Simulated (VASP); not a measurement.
# Na (Fm-3m) in VASP: a series of runs

The runs below take Na through single point, relaxation of cell and atoms, with BLYP.

Program: VASP 6.6.1. These are calculated values, not measurements. Logs are shortened: lines on timing, memory, paths and dates and some standing lists are left out, and cuts for length are marked.

## (1) The cell of the first run

The structure is cubic, space group Fm-3m (No. 225). The conventional cell has a = 5.379 Å, b = 5.379 Å, c = 5.379 Å, α = 90.00°, β = 90.00°, γ = 90.00°. Na (site symmetry m-3m) has 12 Na at 3.80 Å within 5.0 Å.

This isn't the form of Na at room conditions, which is bcc.

## (2) Single point, BLYP (38.91 Å³/atom)

INCAR reads:

```
SYSTEM = Na
PREC = Accurate ; ENCUT = 520
EDIFF = 1E-6 ; ISMEAR = -1
SIGMA = 0.1 ; LREAL = .FALSE.
LASPH = .TRUE. ; NELM = 80
ALGO = Normal ; ISIF = 2
LWAVE = .FALSE. ; LCHARG = .TRUE.
GGA = B5 ; ALDAX = 1.0
AGGAX = 1.0 ; AGGAC = 1.0
ALDAC = 0.0 ; LELF = .TRUE.
LVHAR = .TRUE. ; NBANDS = 10
```

KPOINTS reads:

```
regular mesh
0
G
  12 12 12
  0 0 0
```

POSCAR reads:

```
Na
1.0
    0.0000000000      2.6896002576      2.6896002576
    2.6896002576      0.0000000000      2.6896002576
    2.6896002576      2.6896002576      0.0000000000
Na
1
Direct
    0.0000000000      0.0000000000      0.0000000000
```

Potentials or basis: VASP PAW PBE potentials, release 64 (Na_pv).

On the command line:

```
$ cat potpaw_PBE.64/Na_pv/POTCAR > POTCAR
$ mpirun -np 1 vasp_std > vasp.out
```

OUTCAR:

```text
SYSTEM = Na
   PREC = Accurate
   ENCUT = 520
   EDIFF = 1E-6
   ISMEAR = -1
   LREAL = .FALSE.
   LASPH = .TRUE.
   NELM = 80
   ISIF = 2
   GGA = B5

 ion  position               nearest neighbor table
   1  0.000  0.000  0.000-

  LATTYP: Found a face centered cubic cell.
 ALAT       =     5.3792005152

  Lattice vectors:

 A1 = (   0.0000000000,   2.6896002576,   2.6896002576)
 A2 = (   2.6896002576,   0.0000000000,   2.6896002576)
 A3 = (   2.6896002576,   2.6896002576,   0.0000000000)

Analysis of symmetry for initial positions (statically):
=====================================================================
 Subroutine PRICEL returns:
 Original cell was already a primitive cell.

 Routine SETGRP: Setting up the symmetry group for a
 face centered cubic supercell.

 Subroutine GETGRP returns: Found 48 space group operations
 (whereof 48 operations were pure point group operations)
 out of a pool of 48 trial point group operations.

The static configuration has the point symmetry O_h .

Analysis of symmetry for dynamics (positions and initial velocities):
=====================================================================
 Subroutine PRICEL returns:
 Original cell was already a primitive cell.

 Routine SETGRP: Setting up the symmetry group for a
 face centered cubic supercell.

 Subroutine GETGRP returns: Found 48 space group operations
 (whereof 48 operations were pure point group operations)
 out of a pool of 48 trial point group operations.

The dynamic configuration has the point symmetry O_h .

 Subroutine INISYM returns: Found 48 space group operations
 (whereof 48 operations are pure point group operations),
 and found     1 'primitive' translations

----------------------------------------------------------------------------------------

                                     Primitive cell

  volume of cell :      38.9129

  direct lattice vectors                    reciprocal lattice vectors
     0.000000000  2.689600258  2.689600258    -0.185901231  0.185901231  0.185901231
     2.689600258  0.000000000  2.689600258     0.185901231 -0.185901231  0.185901231
     2.689600258  2.689600258  0.000000000     0.185901231  0.185901231 -0.185901231

  length of vectors
     3.803669162  3.803669162  3.803669162     0.321990378  0.321990378  0.321990378

  position of ions in fractional coordinates (direct lattice)
     0.000000000  0.000000000  0.000000000

  ion indices of the primitive-cell ions
   primitive index   ion index
                 1           1

----------------------------------------------------------------------------------------

 KPOINTS: regular mesh

Automatic generation of k-mesh.
 Grid dimensions read from file:
 generate k-points for:   12   12   12

 Generating k-lattice:

  Cartesian coordinates                     Fractional coordinates (reciprocal lattice)
    -0.015491769  0.015491769  0.015491769     0.083333333  0.000000000  0.000000000
     0.015491769 -0.015491769  0.015491769     0.000000000  0.083333333  0.000000000
     0.015491769  0.015491769 -0.015491769     0.000000000  0.000000000  0.083333333

  Length of vectors
     0.026832532  0.026832532  0.026832532

  Shift w.r.t. Gamma in fractional coordinates (k-lattice)
     0.000000000  0.000000000  0.000000000

 Subroutine IBZKPT returns following result:
 ===========================================

 Found     72 irreducible k-points:

 Following reciprocal coordinates:
            Coordinates               Weight
  0.000000  0.000000  0.000000      1.000000
  0.083333  0.000000  0.000000      8.000000
  0.166667  0.000000  0.000000      8.000000
  0.250000  0.000000  0.000000      8.000000
  0.333333  0.000000  0.000000      8.000000
  0.416667  0.000000  0.000000      8.000000
[... 16 lines left out ...]
  0.500000  0.166667  0.000000     24.000000
 -0.416667  0.166667  0.000000     24.000000
 [... further k-points ...]
   k-points           NKPTS =     72   k-points in BZ     NKDIM =     72   number of bands    NBANDS=     10
   number of dos      NEDOS =    301   number of ions     NIONS =      1
   total plane-waves  NPLWV =  21952
   dimension x,y,z NGX =    28 NGY =   28 NGZ =   28
   dimension x,y,z NGXF=    56 NGYF=   56 NGZF=   56
   ions per type =               1
   NGX,Y,Z   is equivalent  to a cutoff of  12.24, 12.24, 12.24 a.u.
   NGXF,Y,Z  is equivalent  to a cutoff of  24.48, 24.48, 24.48 a.u.
 SYSTEM =  Na
   PREC   = accura    normal or accurate (medium, high low for compatibility)
   ISTART =      0    job   : 0-new  1-cont  2-samecut
   ICHARG =      2    charge: 1-file 2-atom 10-const
   ISPIN  =      1    spin polarized calculation?
   LNONCOLLINEAR =      F non collinear calculations
   LSORBIT =      F    spin-orbit coupling
   LASPH  =      T    aspherical Exc in radial PAW
   ENCUT  =  520.0 eV  38.22 Ry    6.18 a.u.   7.07  7.07  7.07*2*pi/ulx,y,z
   NELM   =     80;   NELMIN=  2; NELMDL= -5     # of ELM steps
   EDIFF  = 0.1E-05   stopping-criterion for ELM
   LREAL  =      F    real-space projection
   EDIFFG = 0.1E-04   stopping-criterion for IOM
   NSW    =      0    number of steps for IOM
   IBRION =     -1    ionic relax: 0-MD 1-quasi-New 2-CG
   NFREE  =      0    steps in history (QN), initial steepest desc. (CG)
   ISIF   =      2    stress and relaxation
   ISYM   =      2    0-nonsym 1-usesym 2-fastsym
   POTIM  = 0.5000    time-step for ionic-motion
   TEBEG  =    0.0;   TEEND  =   0.0 temperature during run
   PSTRESS=    0.0 pullay stress
   NELECT =       7.0000    total number of electrons
   NUPDOWN=      -1.0000    fix difference up-down
   EMIN   =  10.00;   EMAX   =-10.00  energy-range for DOS
   EFERMI =   0.00;   METHOD = LEGACY
   ISMEAR =    -1;   SIGMA  =   0.10  broadening in eV -4-tet -1-fermi 0-gaus
   EFERMI_NEDOS =   21; number of points for ismear=-14 and -15
   IALGO  =     38    algorithm
   IMIX   =      4    mixing-type and parameters
     AMIX     =   0.40;   BMIX     =  1.00
     AMIX_MAG =   1.60;   BMIX_MAG =  1.00
  volume/ion in A,a.u.               =      38.91       262.60
  Fermi-wavevector in a.u.,A,eV,Ry     =   0.924151  1.746393 11.620134  0.854056
  Thomas-Fermi vector in A             =   2.049866
   LORBIT       =      0    0 simple, 1 ext, 2 COOP (PROOUT), +10 PAW based schemes
   GGA     = B5    functional components
   LHFCALC =     F    Hartree Fock is set to
   AEXX    =    0.0000 exact exchange contribution
   IVDW    =     0    specifies the selected vdW correction
   LEPSILON=     F    determine dielectric tensor
   LRPA    =     F    only Hartree local field effects (RPA)
 non-spin polarized calculation
  energy-cutoff  :      520.00
  volume of cell :       38.91
 maximum number of plane-waves:      1067
   NGX = 15   NGY = 15   NGZ = 15

 number of electron       6.9999996 magnetization

 Free energy of the ion-electron system (eV)
  ---------------------------------------------------
  ext. energy  EPLUGINS =         0.00000000
  ---------------------------------------------------
  free energy    TOTEN  =        -0.94306567 eV

  energy without entropy =       -0.92800401  energy(sigma->0) =       -0.93553484

 E-fermi :   0.5872     XC(G=0):  -5.9985

 val. band max:        0.4739953494   @ k =   0.5000   0.2500   0.0833
 cond. band min:       0.6148853002   @ k =  -0.4167   0.0833   0.0000
 fundamental gap:      0.1408899508
 Fermi energy:         0.5872381938

 k-point     1 :       0.0000    0.0000    0.0000
  band No.  band energies     occupation
      1     -24.7148      2.00000
      2     -24.7148      2.00000
      3     -24.7148      2.00000
      4      -2.5807      2.00000
      5      11.3826      0.00000
      6      11.3826      0.00000
      7      11.3827      0.00000
      8      12.6162      0.00000
      9      12.6565      0.00000
     10      12.6565      0.00000

 k-point     2 :       0.0833    0.0000    0.0000
  band No.  band energies     occupation
      1     -24.7167      2.00000
      2     -24.7151      2.00000
      3     -24.7150      2.00000
      4      -2.4687      2.00000
      5       9.8110      0.00000
      6      11.1228      0.00000
      7      11.1229      0.00000
      8      12.4414      0.00000
      9      13.1043      0.00000
     10      13.1044      0.00000

 k-point     3 :       0.1667    0.0000    0.0000
  band No.  band energies     occupation
      1     -24.7220      2.00000
      2     -24.7158      2.00000
      3     -24.7158      2.00000
      4      -2.1342      2.00000
      5       7.8260      0.00000
      6      10.7474      0.00000
      7      10.7474      0.00000
      8      12.0764      0.00000
      9      13.8456      0.00000
     10      13.8505      0.00000

 k-point     4 :       0.2500    0.0000    0.0000
  band No.  band energies     occupation
      1     -24.7292      2.00000
      2     -24.7168      2.00000
      3     -24.7168      2.00000
      4      -1.5812      2.00000
      5       5.9518      0.00000
      6      10.4907      0.00000
      7      10.4908      0.00000
      8      11.7889      0.00000
      9      12.8500      0.00000
     10      12.8500      0.00000
[... 222 lines left out ...]
 k-point    22 :       0.4167    0.1667    0.0000
  band No.  band energies     occupation
      1     -24.7375      2.00000
      2     -24.7215      2.00000
      3     -24.7205      2.00000
      4      -0.1313      1.99849
      5       4.0563      0.00000
      6       8.0911      0.00000
      7       8.7698      0.00000
      8       9.5310      0.00000
      9      13.9407      0.00000
     10      14.1295      0.00000

 k-point    23 :       0.5000    0.1667    0.0000
  band No.  band energies     occupation
      1     -24.7406      2.00000
      2     -24.7231      2.00000
      3     -24.7205      2.00000
      4       0.8962      0.08710
      5       2.5902      0.00000
      6       7.5166      0.00000
      7       8.9256      0.00000
      8       9.6729      0.00000
      9      13.5367      0.00000
     10      14.6234      0.00000

 k-point    24 :      -0.4167    0.1667    0.0000
  band No.  band energies     occupation
      1     -24.7409      2.00000
      2     -24.7240      2.00000
      3     -24.7199      2.00000
      4       1.2758      0.00204
      5       2.1471      0.00000
      6       7.1130      0.00000
      7       9.2687      0.00000
      8      10.0418      0.00000
      9      13.1197      0.00000
     10      14.2494      0.00000

 [... further k-points ...]

------------------------ aborting loop because EDIFF is reached ----------------------------------------

  FORCE on cell =-STRESS in cart. coord.  units (eV):
  Direction    XX          YY          ZZ          XY          YZ          ZX
  --------------------------------------------------------------------------------------
  -------------------------------------------------------------------------------------
  Total       -0.0665228     -0.0665228     -0.0665228      0.0000000     -0.0000000     -0.0000000
  in kB       -2.7389754     -2.7389754     -2.7389754      0.0000000     -0.0000000     -0.0000000
  external PRESSURE =      -2.7389754 kB  Pullay stress =       0.0000000 kB

 VOLUME and BASIS-vectors are now :
 -----------------------------------------------------------------------------
  energy-cutoff  :      520.00
  volume of cell :       38.91
      direct lattice vectors                 reciprocal lattice vectors
     0.000000000  2.689600258  2.689600258    -0.185901231  0.185901231  0.185901231
     2.689600258  0.000000000  2.689600258     0.185901231 -0.185901231  0.185901231
     2.689600258  2.689600258  0.000000000     0.185901231  0.185901231 -0.185901231

 POSITION                                       TOTAL-FORCE (eV/Angst)
 -----------------------------------------------------------------------------------
      0.00000      0.00000      0.00000        -0.000000     -0.000000      0.000000
 -----------------------------------------------------------------------------------
    total drift:                               -0.000000     -0.000000     -0.000000

  FREE ENERGIE OF THE ION-ELECTRON SYSTEM (eV)
  ---------------------------------------------------
  free  energy   TOTEN  =        -0.9430656662 eV

  energy  without entropy=       -0.9280040148  energy(sigma->0) =       -0.93553484
```

It took 44 s on 1 thread of AMD EPYC 7R13, shared host; peak memory 0.13 GiB.

Results:

```
Free energy            : -0.9431 eV
Pressure               : -0.3 GPa
Band gap on the k mesh : zero (an odd number of electrons rules out a gap without spin polarisation)
```

Caveat: the PAW data sets were made with another functional, which shifts forces and pressure a little.

(Continued in part 2 of 2.)

The gap in the log of VASP goes by the Fermi energy; the results here count the filled bands.